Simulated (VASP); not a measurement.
# BeSe2 (F-43m) in VASP: notebook

The runs below take BeSe2 through single point, relaxation of cell and atoms, with PBE.

Everything below comes from runs of VASP 6.6.1. Logs are shortened: lines on timing, memory, paths and dates and some standing lists are left out, and cuts for length are marked.

## 1. The cell of the first run

Symmetry: F-43m, No. 216, cubic system. Conventional cell: a = 6.328 Å, b = 6.328 Å, c = 6.328 Å, α = 90.00°, β = 90.00°, γ = 90.00°. Within 3.6 Å of Be (site symmetry -43m) lie 10 Se at 2.74 to 3.16 Å. Within 3.6 Å of Se (site symmetry -43m) lie 4 Se at 2.74 Å and 6 Be at 3.16 Å. Se (site symmetry -43m) has 4 Se at 2.74 Å and 4 Be at 2.74 Å within 3.6 Å.

The cell was generated, and may not be a known phase.

## 2. Single point, PBE

INCAR

```
SYSTEM = BeSe2
  PREC = Accurate
  ENCUT = 520
  EDIFF = 1E-7
  ISMEAR = 0
  SIGMA = 0.1
  LREAL = .False.
  LASPH = .True.
  NELM = 100
  ALGO = Normal
  ISIF = 2
  LWAVE = .False.
  LCHARG = .False.
  GGA = PE
  NBANDS = 14
```

KPOINTS

```
regular mesh
0
Gamma
  4 4 4
  0 0 0
```

POSCAR

```
BeSe2
1.0
    0.0000000000      3.1638897760      3.1638897760
    3.1638897760      0.0000000000      3.1638897760
    3.1638897760      3.1638897760      0.0000000000
Be Se
1 2
Direct
    0.2500000000      0.2500000000      0.2500000000
    0.7500000000      0.7500000000      0.7500000000
    0.0000000000      0.0000000000      0.0000000000
```

Potentials or basis: VASP PAW PBE potentials, release 64 (Be, Se).

Launch:

```console
cat potpaw_PBE.64/Be/POTCAR potpaw_PBE.64/Se/POTCAR > POTCAR
mpirun -np 1 vasp_std > vasp.out
```

OUTCAR:

```text
SYSTEM = BeSe2
   PREC = Accurate
   ENCUT = 520
   EDIFF = 1E-7
   ISMEAR = 0
   LREAL = .False.
   LASPH = .True.
   NELM = 100
   ISIF = 2
   GGA = PE

 ion  position               nearest neighbor table
   1  0.250  0.250  0.250-
   2  0.750  0.750  0.750-   3 2.74   3 2.74   3 2.74   3 2.74
   3  0.000  0.000  0.000-   2 2.74   2 2.74   2 2.74   2 2.74

  LATTYP: Found a face centered cubic cell.
 ALAT       =     6.3277795520

  Lattice vectors:

 A1 = (   0.0000000000,   3.1638897760,   3.1638897760)
 A2 = (   3.1638897760,   0.0000000000,   3.1638897760)
 A3 = (   3.1638897760,   3.1638897760,   0.0000000000)

Analysis of symmetry for initial positions (statically):
=====================================================================
 Subroutine PRICEL returns:
 Original cell was already a primitive cell.

 Routine SETGRP: Setting up the symmetry group for a
 face centered cubic supercell.

 Subroutine GETGRP returns: Found 24 space group operations
 (whereof 24 operations were pure point group operations)
 out of a pool of 48 trial point group operations.

The static configuration has the point symmetry T_d .

Analysis of symmetry for dynamics (positions and initial velocities):
=====================================================================
 Subroutine PRICEL returns:
 Original cell was already a primitive cell.

 Routine SETGRP: Setting up the symmetry group for a
 face centered cubic supercell.

 Subroutine GETGRP returns: Found 24 space group operations
 (whereof 24 operations were pure point group operations)
 out of a pool of 48 trial point group operations.

The dynamic configuration has the point symmetry T_d .

 Subroutine INISYM returns: Found 24 space group operations
 (whereof 24 operations are pure point group operations),
 and found     1 'primitive' translations

----------------------------------------------------------------------------------------

                                     Primitive cell

  volume of cell :      63.3423

  direct lattice vectors                    reciprocal lattice vectors
     0.000000000  3.163889776  3.163889776    -0.158033318  0.158033318  0.158033318
     3.163889776  0.000000000  3.163889776     0.158033318 -0.158033318  0.158033318
     3.163889776  3.163889776  0.000000000     0.158033318  0.158033318 -0.158033318

  length of vectors
     4.474415831  4.474415831  4.474415831     0.273721737  0.273721737  0.273721737

  position of ions in fractional coordinates (direct lattice)
     0.250000000  0.250000000  0.250000000
     0.750000000  0.750000000  0.750000000
     0.000000000  0.000000000  0.000000000

  ion indices of the primitive-cell ions
   primitive index   ion index
                 1           1
                 2           2
                 3           3

----------------------------------------------------------------------------------------

 KPOINTS: regular mesh

Automatic generation of k-mesh.
 Grid dimensions read from file:
 generate k-points for:    4    4    4

 Generating k-lattice:

  Cartesian coordinates                     Fractional coordinates (reciprocal lattice)
    -0.039508330  0.039508330  0.039508330     0.250000000  0.000000000  0.000000000
     0.039508330 -0.039508330  0.039508330     0.000000000  0.250000000  0.000000000
     0.039508330  0.039508330 -0.039508330     0.000000000  0.000000000  0.250000000

  Length of vectors
     0.068430434  0.068430434  0.068430434

  Shift w.r.t. Gamma in fractional coordinates (k-lattice)
     0.000000000  0.000000000  0.000000000

 Subroutine IBZKPT returns following result:
 ===========================================

 Found      8 irreducible k-points:

 Following reciprocal coordinates:
            Coordinates               Weight
  0.000000  0.000000  0.000000      1.000000
  0.250000  0.000000  0.000000      8.000000
  0.500000  0.000000  0.000000      4.000000
  0.250000  0.250000  0.000000      6.000000
  0.500000  0.250000  0.000000     24.000000
 -0.250000  0.250000  0.000000     12.000000
  0.500000  0.500000  0.000000      3.000000
 -0.250000  0.500000  0.250000      6.000000
   k-points           NKPTS =      8   k-points in BZ     NKDIM =      8   number of bands    NBANDS=     14
   number of dos      NEDOS =    301   number of ions     NIONS =      3
   total plane-waves  NPLWV =  46656
   dimension x,y,z NGX =    36 NGY =   36 NGZ =   36
   dimension x,y,z NGXF=    72 NGYF=   72 NGZF=   72
   ions per type =               1   2
   NGX,Y,Z   is equivalent  to a cutoff of  13.38, 13.38, 13.38 a.u.
   NGXF,Y,Z  is equivalent  to a cutoff of  26.75, 26.75, 26.75 a.u.
 SYSTEM =  BeSe2
   PREC   = accura    normal or accurate (medium, high low for compatibility)
   ISTART =      0    job   : 0-new  1-cont  2-samecut
   ICHARG =      2    charge: 1-file 2-atom 10-const
   ISPIN  =      1    spin polarized calculation?
   LNONCOLLINEAR =      F non collinear calculations
   LSORBIT =      F    spin-orbit coupling
   LASPH  =      T    aspherical Exc in radial PAW
   ENCUT  =  520.0 eV  38.22 Ry    6.18 a.u.   8.32  8.32  8.32*2*pi/ulx,y,z
   NELM   =    100;   NELMIN=  2; NELMDL= -5     # of ELM steps
   EDIFF  = 0.1E-06   stopping-criterion for ELM
   LREAL  =      F    real-space projection
   EDIFFG = 0.1E-05   stopping-criterion for IOM
   NSW    =      0    number of steps for IOM
   IBRION =     -1    ionic relax: 0-MD 1-quasi-New 2-CG
   NFREE  =      0    steps in history (QN), initial steepest desc. (CG)
   ISIF   =      2    stress and relaxation
   ISYM   =      2    0-nonsym 1-usesym 2-fastsym
   POTIM  = 0.5000    time-step for ionic-motion
   TEBEG  =    0.0;   TEEND  =   0.0 temperature during run
   PSTRESS=    0.0 pullay stress
   NELECT =      14.0000    total number of electrons
   NUPDOWN=      -1.0000    fix difference up-down
   EMIN   =  10.00;   EMAX   =-10.00  energy-range for DOS
   EFERMI =   0.00;   METHOD = LEGACY
   ISMEAR =     0;   SIGMA  =   0.10  broadening in eV -4-tet -1-fermi 0-gaus
   EFERMI_NEDOS =   21; number of points for ismear=-14 and -15
   IALGO  =     38    algorithm
   IMIX   =      4    mixing-type and parameters
     AMIX     =   0.40;   BMIX     =  1.00
     AMIX_MAG =   1.60;   BMIX_MAG =  1.00
  volume/ion in A,a.u.               =      21.11       142.49
  Fermi-wavevector in a.u.,A,eV,Ry     =   0.989812  1.870474 13.330013  0.979728
  Thomas-Fermi vector in A             =   2.121438
   LORBIT       =      0    0 simple, 1 ext, 2 COOP (PROOUT), +10 PAW based schemes
   GGA     = PE    functional components
   LHFCALC =     F    Hartree Fock is set to
   AEXX    =    0.0000 exact exchange contribution
   IVDW    =     0    specifies the selected vdW correction
   LEPSILON=     F    determine dielectric tensor
   LRPA    =     F    only Hartree local field effects (RPA)
 non-spin polarized calculation
 Gauss-broadening in eV      SIGMA  =   0.10
  energy-cutoff  :      520.00
  volume of cell :       63.34
 maximum number of plane-waves:      1724
 NGX is ok and might be reduce to    36
   NGX = 17   NGY = 17   NGZ = 17

 number of electron      13.9999999 magnetization

 Free energy of the ion-electron system (eV)
  ---------------------------------------------------
  ext. energy  EPLUGINS =         0.00000000
  ---------------------------------------------------
  free energy    TOTEN  =        -8.29971717 eV

  energy without entropy =       -8.29279563  energy(sigma->0) =       -8.29625640

 E-fermi :   4.0129     XC(G=0):  -9.2695

 val. band max:        3.9085087682   @ k =   0.2500   0.2500   0.0000
 cond. band min:       4.1776910768   @ k =   0.5000   0.2500   0.0000
 fundamental gap:      0.2691823086
 Fermi energy:         4.0129290538

 k-point     1 :       0.0000    0.0000    0.0000
  band No.  band energies     occupation
      1     -11.6861      2.00000
      2      -6.3833      2.00000
      3       0.2243      2.00000
      4       0.2243      2.00000
      5       0.2243      2.00000
      6       2.0907      2.00000
      7       2.0907      2.00000
      8       2.0907      2.00000
      9       3.5918      2.00000
     10       7.9232      0.00000
     11       7.9232      0.00000
     12       7.9232      0.00000
     13      10.1987      0.00000
     14      10.1987      0.00000

 k-point     2 :       0.2500    0.0000    0.0000
  band No.  band energies     occupation
      1     -11.2784      2.00000
      2      -7.2700      2.00000
      3      -0.8385      2.00000
      4      -0.3087      2.00000
      5      -0.3087      2.00000
      6       2.7736      2.00000
      7       2.7736      2.00000
      8       2.9195      2.00000
      9       5.5295      0.00000
     10       7.3438      0.00000
     11       7.3438      0.00000
     12       8.0869      0.00000
     13      12.4617      0.00000
     14      12.4617      0.00000

 k-point     3 :       0.5000    0.0000    0.0000
  band No.  band energies     occupation
      1     -10.6523      2.00000
      2      -8.3144      2.00000
      3      -1.5365      2.00000
      4      -0.6426      2.00000
      5      -0.6426      2.00000
      6       3.0479      2.00000
      7       3.0479      2.00000
      8       5.0870      0.00000
      9       5.3787      0.00000
     10       8.0200      0.00000
     11       8.0200      0.00000
     12       8.1915      0.00000
     13      12.0073      0.00000
     14      12.0073      0.00000
[... 52 lines left out ...]
 k-point     7 :       0.5000    0.5000    0.0000
  band No.  band energies     occupation
      1      -9.8142      2.00000
      2      -9.2791      2.00000
      3      -1.6969      2.00000
      4      -1.6969      2.00000
      5      -0.2882      2.00000
      6       1.3070      2.00000
      7       5.6281      0.00000
      8       5.6281      0.00000
      9       6.4882      0.00000
     10       8.1481      0.00000
     11       8.8501      0.00000
     12       8.8501      0.00000
     13      11.1976      0.00000
     14      13.3765      0.00000

 k-point     8 :      -0.2500    0.5000    0.2500
  band No.  band energies     occupation
      1      -9.8077      2.00000
      2      -9.2694      2.00000
      3      -2.3253      2.00000
      4      -1.9880      2.00000
      5       1.4704      2.00000
      6       2.3666      2.00000
      7       3.4066      2.00000
      8       4.8277      0.00000
      9       7.0907      0.00000
     10       7.4132      0.00000
     11       8.6516      0.00000
     12       8.7125      0.00000
     13      12.6092      0.00000
     14      13.0802      0.00000

------------------------ aborting loop because EDIFF is reached ----------------------------------------

  FORCE on cell =-STRESS in cart. coord.  units (eV):
  Direction    XX          YY          ZZ          XY          YZ          ZX
  --------------------------------------------------------------------------------------
  -------------------------------------------------------------------------------------
  Total       -0.0338907     -0.0338907     -0.0338907      0.0000000      0.0000000      0.0000000
  in kB       -0.8572290     -0.8572290     -0.8572290      0.0000000      0.0000000      0.0000000
  external PRESSURE =      -0.8572290 kB  Pullay stress =       0.0000000 kB

 VOLUME and BASIS-vectors are now :
 -----------------------------------------------------------------------------
  energy-cutoff  :      520.00
  volume of cell :       63.34
      direct lattice vectors                 reciprocal lattice vectors
     0.000000000  3.163889776  3.163889776    -0.158033318  0.158033318  0.158033318
     3.163889776  0.000000000  3.163889776     0.158033318 -0.158033318  0.158033318
     3.163889776  3.163889776  0.000000000     0.158033318  0.158033318 -0.158033318

 POSITION                                       TOTAL-FORCE (eV/Angst)
 -----------------------------------------------------------------------------------
      1.58194      1.58194      1.58194         0.000000      0.000000      0.000000
      4.74583      4.74583      4.74583        -0.000000     -0.000000     -0.000000
      0.00000      0.00000      0.00000         0.000000      0.000000      0.000000
 -----------------------------------------------------------------------------------
    total drift:                               -0.000000     -0.000000     -0.000000

  FREE ENERGIE OF THE ION-ELECTRON SYSTEM (eV)
  ---------------------------------------------------
  free  energy   TOTEN  =        -8.2997171723 eV

  energy  without entropy=       -8.2927956274  energy(sigma->0) =       -8.29625640
```

Run time: 20 s. Hardware: 1 thread of Intel Xeon 8259CL, shared host; peak memory 0.2 GiB.

Results:

```yaml
Free_energy: -8.2997 eV
Pressure: -0.1 GPa
Band_gap_on_the_k_mesh: zero (bands 7 and 8 overlap by 3.54 eV)
```

Levels at points of the mesh, in eV from the Fermi level:
| k point | band 5 | band 6 | band 7 | band 8 | band 9 | band 10 |
| --- | --- | --- | --- | --- | --- | --- |
| (0.00, 0.00, 0.00) | -3.79 | -1.92 | -1.92 | -1.92 | -0.42 | 3.91 |
| (0.50, 0.00, 0.00) | -4.66 | -0.97 | -0.97 | 1.07 | 1.37 | 4.01 |
| (0.50, 0.50, 0.00) | -4.30 | -2.71 | 1.62 | 1.62 | 2.48 | 4.14 |

Caveat: the k points lie up to 0.43 Å⁻¹ apart, too coarse for converged energies and pressures of a metal.

(Continued in part 2 of 2.)

The gap in the log of VASP goes by the Fermi energy; the results here count the filled bands.